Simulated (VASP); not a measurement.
# CuI (Marshite) (F-43m) in VASP: notebook, part 2 of 3

VASP 6.6.1. The steps go on from the part before.

**4. Vibrations by perturbation theory, LDA**

This run uses another cell than the first one, of 21.24 Å³/atom, 0.844 times its volume.

Contents of INCAR:

```
ALGO     = Normal         # electronic algorithm
EDIFF    = 1E-8           # SCF threshold, eV
ENCUT    = 520            # plane-wave cutoff, eV
IBRION   = 8              # ionic algorithm
ISIF     = 2              # what is computed and relaxed
ISMEAR   = 0              # smearing method
LASPH    = True           # aspherical terms in the spheres
LCHARG   = False          # write CHGCAR
LREAL    = False          # projectors in reciprocal space
LWAVE    = False          # write WAVECAR
NBANDS   = 16             # bands
NELM     = 60             # most SCF steps
NSW      = 1              # ionic steps
PREC     = Accurate       # precision mode
SIGMA    = 0.01           # smearing width, eV
```

Contents of KPOINTS:

```
k-points
0
Gamma
  6 6 6
```

Contents of POSCAR:

```
CuI
1.0
    2.7695262403      2.7695262403      0.0000000000
   -2.7695262403      2.7695262403      0.0000000000
    0.0000000000      2.7695262403      2.7695262403
Cu I
1 1
Direct
    0.7500000000      0.2500000000      0.5000000000
    0.0000000000      0.0000000000      0.0000000000
```

Potentials or basis: VASP PAW LDA potentials, release 64 (Cu, I).

On the command line:

```bash
cat potpaw_LDA.64/Cu/POTCAR potpaw_LDA.64/I/POTCAR > POTCAR
mpirun -np 1 vasp_std > vasp.out
```

OUTCAR:

```text
EDIFF = 1E-8
   ENCUT = 520
   IBRION = 8
   ISIF = 2
   ISMEAR = 0
   LASPH = True
   LREAL = False
   NELM = 60
   NSW = 1
   PREC = Accurate

 ion  position               nearest neighbor table
   1  0.750  0.250  0.500-   2 2.40   2 2.40   2 2.40   2 2.40
   2  0.000  0.000  0.000-   1 2.40   1 2.40   1 2.40   1 2.40

  LATTYP: Found a face centered cubic cell.
 ALAT       =     5.5390524806

  Lattice vectors:

 A1 = (   0.0000000000,   2.7695262403,   2.7695262403)
 A2 = (   2.7695262403,   0.0000000000,   2.7695262403)
 A3 = (   2.7695262403,   2.7695262403,   0.0000000000)

Analysis of symmetry for initial positions (statically):
=====================================================================
 Subroutine PRICEL returns:
 Original cell was already a primitive cell.

 Routine SETGRP: Setting up the symmetry group for a
 face centered cubic supercell.

 Subroutine GETGRP returns: Found 24 space group operations
 (whereof 24 operations were pure point group operations)
 out of a pool of 48 trial point group operations.

The static configuration has the point symmetry T_d .

Analysis of symmetry for dynamics (positions and initial velocities):
=====================================================================
 Subroutine PRICEL returns:
 Original cell was already a primitive cell.

 Routine SETGRP: Setting up the symmetry group for a
 face centered cubic supercell.

 Subroutine GETGRP returns: Found 24 space group operations
 (whereof 24 operations were pure point group operations)
 out of a pool of 48 trial point group operations.

The dynamic configuration has the point symmetry T_d .

 Subroutine INISYM returns: Found 24 space group operations
 (whereof 24 operations are pure point group operations),
 and found     1 'primitive' translations

----------------------------------------------------------------------------------------

                                     Primitive cell

  volume of cell :      42.4861

  direct lattice vectors                    reciprocal lattice vectors
     2.769526240  2.769526240  0.000000000     0.180536293  0.180536293 -0.180536293
    -2.769526240  2.769526240  0.000000000    -0.180536293  0.180536293 -0.180536293
     0.000000000  2.769526240  2.769526240     0.000000000  0.000000000  0.361072585

  length of vectors
     3.916701570  3.916701570  3.916701570     0.312698032  0.312698032  0.361072585

  position of ions in fractional coordinates (direct lattice)
     0.750000000  0.250000000  0.500000000
     0.000000000  0.000000000  0.000000000

  ion indices of the primitive-cell ions
   primitive index   ion index
                 1           1
                 2           2

----------------------------------------------------------------------------------------

[... 115 lines left out ...]
 fundamental gap:      1.8743585805
 Fermi energy:         7.7129551779

 k-point     1 :       0.0000    0.0000    0.0000
  band No.  band energies     occupation
      1      -8.1212      2.00000
      2       2.4646      2.00000
      3       2.4646      2.00000
      4       2.4646      2.00000
      5       4.2869      2.00000
      6       4.2869      2.00000
[... 283 lines left out ...]
      5       4.1352      2.00000
      6       4.2292      2.00000
[... 8 lines left out ...]
     15      20.4572      0.00000
     16      20.9031      0.00000

------------------------ aborting loop because EDIFF is reached ----------------------------------------

  FORCE on cell =-STRESS in cart. coord.  units (eV):
  Direction    XX          YY          ZZ          XY          YZ          ZX
  --------------------------------------------------------------------------------------
  -------------------------------------------------------------------------------------
  Total        3.9942514      3.9942514      3.9942514      0.0000000     -0.0000000      0.0000000
  in kB      150.6258567    150.6258567    150.6258567      0.0000000     -0.0000000      0.0000000
  external PRESSURE =     150.6258567 kB  Pullay stress =       0.0000000 kB

 VOLUME and BASIS-vectors are now :
 -----------------------------------------------------------------------------
  energy-cutoff  :      520.00
  volume of cell :       42.49
      direct lattice vectors                 reciprocal lattice vectors
     2.769526240  2.769526240  0.000000000     0.180536293  0.180536293 -0.180536293
    -2.769526240  2.769526240  0.000000000    -0.180536293  0.180536293 -0.180536293
     0.000000000  2.769526240  2.769526240     0.000000000  0.000000000  0.361072585

 POSITION                                       TOTAL-FORCE (eV/Angst)
 -----------------------------------------------------------------------------------
      1.38476      4.15429      1.38476        -0.000000      0.000000      0.000000
      0.00000      0.00000      0.00000         0.000000     -0.000000      0.000000
 -----------------------------------------------------------------------------------
    total drift:                                0.000001      0.000000      0.000000

  FREE ENERGIE OF THE ION-ELECTRON SYSTEM (eV)
  ---------------------------------------------------
  free  energy   TOTEN  =        -6.6752329016 eV

  energy  without entropy=       -6.6752329016  energy(sigma->0) =       -6.67523290

[... ionic steps 2 to 3 ...]

--------------------------------------- Ionic step        4  -------------------------------------------

------------------------ aborting loop because EDIFF is reached ----------------------------------------

[... ionic steps 5 to 6 ...]

--------------------------------------- Ionic step        7  -------------------------------------------

 Free energy of the ion-electron system (eV)
  ---------------------------------------------------
  ---------------------------------------------------
  free energy    TOTEN  =        -0.07568517 eV

  energy without entropy =       -0.07568517

------------------------ aborting loop because EDIFF is reached ----------------------------------------

 INTERNAL STRAIN TENSOR  FOR ION    2  DIRECTION 1   (eV/Angst):
 -----------------------------------------------------------------------------
     0.04159  0.00000  0.00000
     0.00000 -0.05542-12.66245
     0.00000-12.66245 -0.05542

 INTERNAL STRAIN TENSOR FOR ION    2 for displacements in x,y,z  (eV/Angst):
          X           Y           Z          XY          YZ          ZX
  --------------------------------------------------------------------------------
  x     0.00000    -0.00000    -0.00000     0.00000   -12.66245     0.00000
  y    -0.00000    -0.00000    -0.00000     0.00000     0.00000   -12.66245
  z    -0.00000    -0.00000     0.00000   -12.66245     0.00000     0.00000

 SECOND DERIVATIVES (NOT SYMMETRIZED)
 ------------------------------------
               1X          1Y          1Z          2X          2Y          2Z
  1X    -8.037442    0.000000    0.000000    8.037442    0.000000    0.000000
  1Y     0.000000   -8.037442    0.000000    0.000000    8.037442    0.000000
  1Z     0.000000    0.000000   -8.037442    0.000000    0.000000    8.037442
  2X     8.091844   -0.000000    0.000000   -8.091844    0.000000   -0.000000
  2Y     0.000000    8.091844   -0.000000   -0.000000   -8.091844    0.000000
  2Z     0.000000   -0.000000    8.091844   -0.000000    0.000000   -8.091844

 Eigenvectors and eigenvalues of the dynamical matrix
 ----------------------------------------------------

   1 f  =    6.818813 THz    42.843865 2PiTHz  227.451116 cm-1    28.200332 meV
             X         Y         Z           dx          dy          dz
      1.384763  4.154289  1.384763     0.000000   -0.000000    0.815374
      0.000000  0.000000  0.000000    -0.000000    0.000000   -0.578934
[... 21 lines left out ...]
   6 f/i=    0.010857 THz     0.068215 2PiTHz    0.362143 cm-1     0.044900 meV
             X         Y         Z           dx          dy          dz
      1.384763  4.154289  1.384763    -0.000000    0.578934    0.000000
      0.000000  0.000000  0.000000    -0.000000    0.815374    0.000000

--------------------------------------------------------------------------------------------------------

 ELASTIC MODULI CONTR FROM IONIC RELAXATION (kBar)
 Direction    XX          YY          ZZ          XY          YZ          ZX
 --------------------------------------------------------------------------------
 XX          -0.0000     -0.0000     -0.0000     -0.0000      0.0000     -0.0000
 YY          -0.0000     -0.0000     -0.0000     -0.0000     -0.0000     -0.0000
 ZZ          -0.0000     -0.0000     -0.0000      0.0000     -0.0000     -0.0000
 XY          -0.0000     -0.0000      0.0000   -767.2919      0.0000      0.0000
 YZ           0.0000     -0.0000     -0.0000      0.0000   -767.2919      0.0000
 ZX          -0.0000     -0.0000     -0.0000      0.0000      0.0000   -767.2919
 --------------------------------------------------------------------------------
```

Run time: 65 s. Hardware: 1 thread of AMD EPYC 9R45 (Zen 5), shared host; peak memory 0.2 GiB.

What came out:

```yaml
Highest_phonon_frequency_at_Γ_LO-TO_splitting_left_out: 227 cm⁻¹
```

Phonon frequencies in cm⁻¹ (negative: imaginary):
```csv
q point,frequencies
"(0.000, 0.000, 0.000)",0 0 0 227 227 227
```

Caveat: the k points lie up to 0.38 Å⁻¹ apart; the cell wasn't relaxed at this level first, which shifts response properties; spin-orbit coupling is left out, which moves the levels of the heavy elements.

**5. Vibrations by perturbation theory, LDA**

This run uses another cell than the first one, of 22.19 Å³/atom, 0.881 times its volume.

Contents of INCAR:

```
  PREC = Accurate
  ENCUT = 520
  EDIFF = 1E-8
  ISMEAR = 0
  SIGMA = 0.01
  LREAL = False
  LASPH = True
  NELM = 80
  ALGO = Normal
  ISIF = 2
  LWAVE = False
  LCHARG = True
  NBANDS = 16
  IBRION = 8
  NSW = 1
```

Contents of KPOINTS:

```
Automatic mesh
0
Gamma
  6 6 6
```

Contents of POSCAR:

```
CuI
1.0
    2.8100628726      2.8100628726      0.0000000000
   -2.8100628726      2.8100628726      0.0000000000
    0.0000000000      2.8100628726      2.8100628726
Cu I
1 1
Direct
    0.7500000000      0.2500000000      0.5000000000
    0.0000000000      0.0000000000      0.0000000000
```

Potentials or basis: VASP PAW LDA potentials, release 64 (Cu, I).

On the command line:

```bash
cat potpaw_LDA.64/Cu/POTCAR potpaw_LDA.64/I/POTCAR > POTCAR
mpirun -np 1 vasp_std > vasp.out
```

OUTCAR:

```text
PREC = Accurate
   ENCUT = 520
   EDIFF = 1E-8
   ISMEAR = 0
   LREAL = False
   LASPH = True
   NELM = 80
   ISIF = 2
   IBRION = 8
   NSW = 1

 ion  position               nearest neighbor table
   1  0.750  0.250  0.500-   2 2.43   2 2.43   2 2.43   2 2.43
   2  0.000  0.000  0.000-   1 2.43   1 2.43   1 2.43   1 2.43

  LATTYP: Found a face centered cubic cell.
 ALAT       =     5.6201257452

  Lattice vectors:

 A1 = (   0.0000000000,   2.8100628726,   2.8100628726)
 A2 = (   2.8100628726,   0.0000000000,   2.8100628726)
 A3 = (   2.8100628726,   2.8100628726,   0.0000000000)

Analysis of symmetry for initial positions (statically):
=====================================================================
 Subroutine PRICEL returns:
 Original cell was already a primitive cell.

 Routine SETGRP: Setting up the symmetry group for a
 face centered cubic supercell.

 Subroutine GETGRP returns: Found 24 space group operations
 (whereof 24 operations were pure point group operations)
 out of a pool of 48 trial point group operations.

The static configuration has the point symmetry T_d .

Analysis of symmetry for dynamics (positions and initial velocities):
=====================================================================
 Subroutine PRICEL returns:
 Original cell was already a primitive cell.

 Routine SETGRP: Setting up the symmetry group for a
 face centered cubic supercell.

 Subroutine GETGRP returns: Found 24 space group operations
 (whereof 24 operations were pure point group operations)
 out of a pool of 48 trial point group operations.

[... 477 lines left out ...]
    total drift:                               -0.000000      0.000000      0.000000

  FREE ENERGIE OF THE ION-ELECTRON SYSTEM (eV)
  ---------------------------------------------------
  free  energy   TOTEN  =        -6.8231036548 eV

  energy  without entropy=       -6.8231036548  energy(sigma->0) =       -6.82310365

[... ionic steps 2 to 3 ...]

--------------------------------------- Ionic step        4  -------------------------------------------

------------------------ aborting loop because EDIFF is reached ----------------------------------------

[... ionic steps 5 to 6 ...]

--------------------------------------- Ionic step        7  -------------------------------------------

 Free energy of the ion-electron system (eV)
  ---------------------------------------------------
  ---------------------------------------------------
  free energy    TOTEN  =        -0.07627912 eV

  energy without entropy =       -0.07627912

------------------------ aborting loop because EDIFF is reached ----------------------------------------

 INTERNAL STRAIN TENSOR  FOR ION    2  DIRECTION 1   (eV/Angst):
 -----------------------------------------------------------------------------
     0.05454  0.00000  0.00000
     0.00000 -0.06145-10.33191
     0.00000-10.33191 -0.06145

 INTERNAL STRAIN TENSOR FOR ION    2 for displacements in x,y,z  (eV/Angst):
          X           Y           Z          XY          YZ          ZX
  --------------------------------------------------------------------------------
  x     0.00000    -0.00000    -0.00000     0.00000   -10.33191     0.00000
  y    -0.00000     0.00000    -0.00000     0.00000     0.00000   -10.33191
  z    -0.00000    -0.00000     0.00000   -10.33191     0.00000     0.00000

 SECOND DERIVATIVES (NOT SYMMETRIZED)
 ------------------------------------
               1X          1Y          1Z          2X          2Y          2Z
  1X    -6.869560    0.000000   -0.000000    6.869560   -0.000000    0.000000
  1Y    -0.000000   -6.869560    0.000000    0.000000    6.869560   -0.000000
  1Z    -0.000000    0.000000   -6.869560    0.000000   -0.000000    6.869560
  2X     6.789779   -0.000000    0.000000   -6.789779    0.000000   -0.000000
  2Y     0.000000    6.789779   -0.000000   -0.000000   -6.789779    0.000000
  2Z     0.000000   -0.000000    6.789779   -0.000000    0.000000   -6.789779

 Eigenvectors and eigenvalues of the dynamical matrix
 ----------------------------------------------------

   1 f  =    6.284670 THz    39.487746 2PiTHz  209.634023 cm-1    25.991295 meV
             X         Y         Z           dx          dy          dz
      1.405031  4.215094  1.405031     0.000000   -0.000000    0.817880
      0.000000  0.000000  0.000000    -0.000000    0.000000   -0.575389
[... 21 lines left out ...]
   6 f/i=    0.017275 THz     0.108539 2PiTHz    0.576218 cm-1     0.071442 meV
             X         Y         Z           dx          dy          dz
      1.405031  4.215094  1.405031    -0.000000    0.000000   -0.575389
      0.000000  0.000000  0.000000     0.000000    0.000000   -0.817880

--------------------------------------------------------------------------------------------------------

 ELASTIC MODULI CONTR FROM IONIC RELAXATION (kBar)
 Direction    XX          YY          ZZ          XY          YZ          ZX
 --------------------------------------------------------------------------------
 XX          -0.0000      0.0000      0.0000     -0.0000      0.0000     -0.0000
 YY           0.0000     -0.0000      0.0000     -0.0000     -0.0000      0.0000
 ZZ           0.0000      0.0000     -0.0000      0.0000     -0.0000     -0.0000
 XY          -0.0000     -0.0000      0.0000   -580.2856     -0.0000     -0.0000
 YZ           0.0000     -0.0000     -0.0000     -0.0000   -580.2856     -0.0000
 ZX          -0.0000      0.0000     -0.0000     -0.0000     -0.0000   -580.2856
 --------------------------------------------------------------------------------
```

stdout:

```text
POSCAR found type information on POSCAR CuI
 POSCAR found :  2 types and       2 ions
 scaLAPACK will be used
 LDA part: xc-table for (Slater(with rela. corr.)+CA(PZ))
 , standard interpolation
 POSCAR, INCAR and KPOINTS ok, starting setup
 FFT: planning ... GRIDC
 FFT: planning ... GRID_SOFT
 FFT: planning ... GRID
 WAVECAR not read
 entering main loop
 Linear response reoptimize wavefunctions to high precision
 Linear response DOF=           2
 Linear response progress:
 first order change of Fermi-energy   0.67289E-04
 force on displaced ion       1 direction 1 :  -6.870   0.000   0.000
 Linear response progress:
 first order change of Fermi-energy  -0.51007E-03
 force on displaced ion       2 direction 1 :  -6.790   0.000   0.000
 Linear response finished
```

Run time: 70 s. Hardware: 1 thread of AMD EPYC 9R45 (Zen 5), shared host; peak memory 0.2 GiB.

Results:

```yaml
Highest_phonon_frequency_at_Γ_LO-TO_splitting_left_out: 210 cm⁻¹
```

Phonon frequencies in cm⁻¹ (negative: imaginary):
| q point | frequencies |
| --- | --- |
| (0.000, 0.000, 0.000) | -1 -1 -1 210 210 210 |

Caveat: the k points lie up to 0.37 Å⁻¹ apart; the cell wasn't relaxed at this level first, which shifts response properties; spin-orbit coupling is left out, which moves the levels of the heavy elements.

[end of part 2 of 3]
